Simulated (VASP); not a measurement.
# KMgF3 (Pm-3m) in VASP: notebook, part 2 of 2

VASP 6.6.1. Earlier steps stand in the parts before.

### Step 4. Single point, r2SCAN (volume changed by +6%)

Input file POSCAR:

```
KMgF3
1.0
    4.0583022522      0.0000000000      0.0000000000
    0.0000000000      4.0583022522      0.0000000000
    0.0000000000      0.0000000000      4.0583022522
K Mg F
1 1 3
Direct
    0.0000000000      0.0000000000      0.0000000000
    0.5000000000      0.5000000000      0.5000000000
    0.5000000000      0.5000000000      0.0000000000
    0.5000000000      0.0000000000      0.5000000000
    0.0000000000      0.5000000000      0.5000000000
```

Input file INCAR.step1:

```
ALGO = Normal ; EDIFF = 1E-4
ENCUT = 520 ; GGA = PE
ISMEAR = 0 ; LASPH = True
LCHARG = False ; LREAL = False
LWAVE = True ; NBANDS = 24
NELM = 60 ; PREC = Accurate
SIGMA = 0.01
```

Input file INCAR.step2:

```
ALGO = Normal ; EDIFF = 1E-6
ENCUT = 520 ; ISIF = 2
ISMEAR = 0 ; ISTART = 1
LASPH = True ; LCHARG = False
LMIXTAU = True ; LREAL = False
LWAVE = False ; METAGGA = R2SCAN
NBANDS = 24 ; NELM = 60
PREC = Accurate ; SIGMA = 0.01
```

Input file KPOINTS:

```
k-points
0
Gamma
  6 6 6
```

Potentials or basis: VASP PAW PBE potentials, release 64 (K_sv, Mg, F).

Command:

```console
> cat potpaw_PBE.64/K_sv/POTCAR potpaw_PBE.64/Mg/POTCAR potpaw_PBE.64/F/POTCAR > POTCAR
> cp INCAR.step1 INCAR
> mpirun -np 1 vasp_std > vasp.out
> cp INCAR.step2 INCAR
> mpirun -np 1 vasp_std > vasp.out
```

OUTCAR:

```text
EDIFF = 1E-6
   ENCUT = 520
   ISIF = 2
   ISMEAR = 0
   ISTART = 1
   LASPH = True
   LREAL = False
   METAGGA = R2SCAN
   NELM = 60
   PREC = Accurate

 ion  position               nearest neighbor table
   1  0.000  0.000  0.000-   2 3.51   2 3.51   2 3.51   2 3.51   2 3.51   2 3.51   2 3.51   2 3.51

   2  0.500  0.500  0.500-   3 2.03   4 2.03   5 2.03   3 2.03   4 2.03   5 2.03   1 3.51   1 3.51
                             1 3.51   1 3.51   1 3.51   1 3.51   1 3.51   1 3.51
   3  0.500  0.500  0.000-   2 2.03   2 2.03
   4  0.500  0.000  0.500-   2 2.03   2 2.03
   5  0.000  0.500  0.500-   2 2.03   2 2.03

  LATTYP: Found a simple cubic cell.
 ALAT       =     4.0583022522

  Lattice vectors:

 A1 = (   4.0583022522,   0.0000000000,   0.0000000000)
 A2 = (   0.0000000000,   4.0583022522,   0.0000000000)
 A3 = (   0.0000000000,   0.0000000000,   4.0583022522)

Analysis of symmetry for initial positions (statically):
=====================================================================
 Subroutine PRICEL returns:
 Original cell was already a primitive cell.

 Routine SETGRP: Setting up the symmetry group for a
 simple cubic supercell.

 Subroutine GETGRP returns: Found 48 space group operations
 (whereof 48 operations were pure point group operations)
 out of a pool of 48 trial point group operations.

The static configuration has the point symmetry O_h .

Analysis of symmetry for dynamics (positions and initial velocities):
=====================================================================
 Subroutine PRICEL returns:
 Original cell was already a primitive cell.

 Routine SETGRP: Setting up the symmetry group for a
 simple cubic supercell.

 Subroutine GETGRP returns: Found 48 space group operations
 (whereof 48 operations were pure point group operations)
 out of a pool of 48 trial point group operations.

The dynamic configuration has the point symmetry O_h .

 Subroutine INISYM returns: Found 48 space group operations
 (whereof 48 operations are pure point group operations),
 and found     1 'primitive' translations

----------------------------------------------------------------------------------------

                                     Primitive cell

  volume of cell :      66.8395

  direct lattice vectors                    reciprocal lattice vectors
     4.058302252  0.000000000  0.000000000     0.246408458  0.000000000  0.000000000
     0.000000000  4.058302252  0.000000000     0.000000000  0.246408458  0.000000000
     0.000000000  0.000000000  4.058302252     0.000000000  0.000000000  0.246408458

  length of vectors
     4.058302252  4.058302252  4.058302252     0.246408458  0.246408458  0.246408458

  position of ions in fractional coordinates (direct lattice)
     0.000000000  0.000000000  0.000000000
     0.500000000  0.500000000  0.500000000
     0.500000000  0.500000000  0.000000000
     0.500000000  0.000000000  0.500000000
     0.000000000  0.500000000  0.500000000

[... 23 lines left out ...]
  Length of vectors
     0.041068076  0.041068076  0.041068076

  Shift w.r.t. Gamma in fractional coordinates (k-lattice)
     0.000000000  0.000000000  0.000000000

 Subroutine IBZKPT returns following result:
 ===========================================

 Found     20 irreducible k-points:

 Following reciprocal coordinates:
            Coordinates               Weight
  0.000000  0.000000  0.000000      1.000000
  0.166667  0.000000  0.000000      6.000000
  0.333333  0.000000  0.000000      6.000000
  0.500000  0.000000  0.000000      3.000000
  0.166667  0.166667  0.000000     12.000000
  0.333333  0.166667  0.000000     24.000000
[... 12 lines left out ...]
  0.500000  0.500000  0.333333      6.000000
  0.500000  0.500000  0.500000      1.000000
   k-points           NKPTS =     20   k-points in BZ     NKDIM =     20   number of bands    NBANDS=     24
   number of dos      NEDOS =    301   number of ions     NIONS =      5
   total plane-waves  NPLWV =  27000
   dimension x,y,z NGX =    30 NGY =   30 NGZ =   30
   dimension x,y,z NGXF=    60 NGYF=   60 NGZF=   60
   ions per type =               1   1   3
   NGX,Y,Z   is equivalent  to a cutoff of  12.29, 12.29, 12.29 a.u.
   NGXF,Y,Z  is equivalent  to a cutoff of  24.58, 24.58, 24.58 a.u.
 SYSTEM =  unknown system
   PREC   = accura    normal or accurate (medium, high low for compatibility)
   ISTART =      1    job   : 0-new  1-cont  2-samecut
   ICHARG =      0    charge: 1-file 2-atom 10-const
   ISPIN  =      1    spin polarized calculation?
   LNONCOLLINEAR =      F non collinear calculations
   LSORBIT =      F    spin-orbit coupling
   LASPH  =      T    aspherical Exc in radial PAW
   ENCUT  =  520.0 eV  38.22 Ry    6.18 a.u.   7.55  7.55  7.55*2*pi/ulx,y,z
   NELM   =     60;   NELMIN=  2; NELMDL=  0     # of ELM steps
   EDIFF  = 0.1E-05   stopping-criterion for ELM
   LREAL  =      F    real-space projection
   EDIFFG = 0.1E-04   stopping-criterion for IOM
   NSW    =      0    number of steps for IOM
   IBRION =     -1    ionic relax: 0-MD 1-quasi-New 2-CG
   NFREE  =      0    steps in history (QN), initial steepest desc. (CG)
   ISIF   =      2    stress and relaxation
   ISYM   =      2    0-nonsym 1-usesym 2-fastsym
   POTIM  = 0.5000    time-step for ionic-motion
   TEBEG  =    0.0;   TEEND  =   0.0 temperature during run
   PSTRESS=    0.0 pullay stress
   NELECT =      32.0000    total number of electrons
   NUPDOWN=      -1.0000    fix difference up-down
   EMIN   =  10.00;   EMAX   =-10.00  energy-range for DOS
   EFERMI =   0.00;   METHOD = LEGACY
   ISMEAR =     0;   SIGMA  =   0.01  broadening in eV -4-tet -1-fermi 0-gaus
   EFERMI_NEDOS =   21; number of points for ismear=-14 and -15
   IALGO  =     38    algorithm
   IMIX   =      4    mixing-type and parameters
     AMIX     =   0.40;   BMIX     =  1.00
     AMIX_MAG =   1.60;   BMIX_MAG =  1.00
  volume/ion in A,a.u.               =      13.37        90.21
  Fermi-wavevector in a.u.,A,eV,Ry     =   1.280699  2.420170 22.316142  1.640190
  Thomas-Fermi vector in A             =   2.413112
   LORBIT       =      0    0 simple, 1 ext, 2 COOP (PROOUT), +10 PAW based schemes
   METAGGA = R2SCAN    functional components
   LHFCALC =     F    Hartree Fock is set to
   AEXX    =    0.0000 exact exchange contribution
   IVDW    =     0    specifies the selected vdW correction
   LEPSILON=     F    determine dielectric tensor
   LRPA    =     F    only Hartree local field effects (RPA)
 non-spin polarized calculation
 Gauss-broadening in eV      SIGMA  =   0.01
  energy-cutoff  :      520.00
  volume of cell :       66.84
 maximum number of plane-waves:      1856
   NGX = 15   NGY = 15   NGZ = 15

 number of electron      31.9999961 magnetization

 Free energy of the ion-electron system (eV)
  ---------------------------------------------------
  ext. energy  EPLUGINS =         0.00000000
  ---------------------------------------------------
  free energy    TOTEN  =       -37.35995978 eV

  energy without entropy =      -37.35995978  energy(sigma->0) =      -37.35995978

 E-fermi :  -2.3271     XC(G=0):  -9.9165

 val. band max:       -2.4746999257   @ k =   0.5000   0.5000   0.5000
 cond. band min:       5.3596503869   @ k =   0.0000   0.0000   0.0000
 fundamental gap:      7.8343503127
 Fermi energy:        -2.3270689879

 k-point     1 :       0.0000    0.0000    0.0000
  band No.  band energies     occupation
      1     -29.1893      2.00000
      2     -23.5776      2.00000
      3     -23.0130      2.00000
      4     -23.0130      2.00000
      5     -11.9083      2.00000
      6     -11.9083      2.00000
[... 529 lines left out ...]
     23      13.1837      0.00000
     24      13.1837      0.00000

------------------------ aborting loop because EDIFF is reached ----------------------------------------

  FORCE on cell =-STRESS in cart. coord.  units (eV):
  Direction    XX          YY          ZZ          XY          YZ          ZX
  --------------------------------------------------------------------------------------
  -------------------------------------------------------------------------------------
  Total       -1.9100556     -1.9100556     -1.9100556     -0.0000000     -0.0000000      0.0000000
  in kB      -45.7850219    -45.7850219    -45.7850219     -0.0000000     -0.0000000      0.0000000
  external PRESSURE =     -45.7850219 kB  Pullay stress =       0.0000000 kB

 VOLUME and BASIS-vectors are now :
 -----------------------------------------------------------------------------
  energy-cutoff  :      520.00
  volume of cell :       66.84
      direct lattice vectors                 reciprocal lattice vectors
     4.058302252  0.000000000  0.000000000     0.246408458  0.000000000  0.000000000
     0.000000000  4.058302252  0.000000000     0.000000000  0.246408458  0.000000000
     0.000000000  0.000000000  4.058302252     0.000000000  0.000000000  0.246408458

 POSITION                                       TOTAL-FORCE (eV/Angst)
 -----------------------------------------------------------------------------------
      0.00000      0.00000      0.00000         0.000000      0.000000      0.000000
      2.02915      2.02915      2.02915         0.000000      0.000000      0.000000
      2.02915      2.02915      0.00000         0.000000      0.000000      0.000000
      2.02915      0.00000      2.02915         0.000000      0.000000      0.000000
      0.00000      2.02915      2.02915         0.000000      0.000000      0.000000
 -----------------------------------------------------------------------------------
    total drift:                                0.000000      0.000000     -0.000000

  FREE ENERGIE OF THE ION-ELECTRON SYSTEM (eV)
  ---------------------------------------------------
  free  energy   TOTEN  =       -37.3599597766 eV

  energy  without entropy=      -37.3599597766  energy(sigma->0) =      -37.35995978
```

It took 53 s on 1 thread of Intel Xeon 6975P-C (Granite Rapids), shared host; peak memory 0.18 GiB.

Results:

- Free energy: -37.3600 eV
- Pressure: -4.6 GPa
- Band gap on the k mesh: 7.83 eV, indirect (least direct gap 8.15 eV)

Caveat: the PAW data sets were made with another functional, which shifts forces and pressure a little. A k mesh can miss the band edges.

### Step 5. Overview

```tsv
cell	gap on the mesh (eV)	pressure (GPa)
a = 3.980 Å, 5 atoms	8.28	-0.6
a = 4.020 Å, 5 atoms	8.05	-2.7
a = 4.058 Å, 5 atoms	7.83	-4.6
```

Alike in all rows: task single point; level r2SCAN; potentials or basis VASP PAW PBE potentials, release 64 (K_sv, Mg, F); no spin polarisation; k mesh 6 × 6 × 6; cutoff (eV) 520; smearing gaussian 0.01 eV.

Caveats: the PAW data sets were made with another functional, which shifts forces and pressure a little.

Total energies depend on the potentials used, so only differences within one code and one set of settings carry meaning.
